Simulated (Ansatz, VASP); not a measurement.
# One calculation of CdTe, two programs

```xyz
2
Lattice="0.0000 2.8714 2.8714 2.8714 0.0000 2.8714 2.8714 2.8714 0.0000" Properties=species:S:1:pos:R:3 pbc="T T T"
Cd    0.0000    0.0000    0.0000
Te    1.4357    1.4357    1.4357
```

Change from the starting cell: volume scaled by 0.72, LAPW.

Alike in both runs: task single point; functional LDA; k mesh 12 × 12 × 12; occupations fermi-dirac, width 0.05 eV; no spin polarisation.

|  | VASP | Ansatz |
| --- | --- | --- |
| version | VASP 6.6.1 | Ansatz 0.2.0 |
| potentials or method | VASP PAW LDA potentials, release 64 (Cd, Te), cutoff 520 eV | all-electron LAPW, scalar-relativistic |

```csv
,VASP,Ansatz,Ansatz less VASP
pressure (GPa),34.4,33.5,-0.90
```

LDA's correlation is that of Perdew and Zunger in VASP and of Perdew and Wang (1992) in Ansatz. Both programs put the cell under a high pressure, so it lies far from rest at this level. Ansatz ran all-electron here, and VASP with PAW potentials.

Spin-orbit coupling is off throughout.
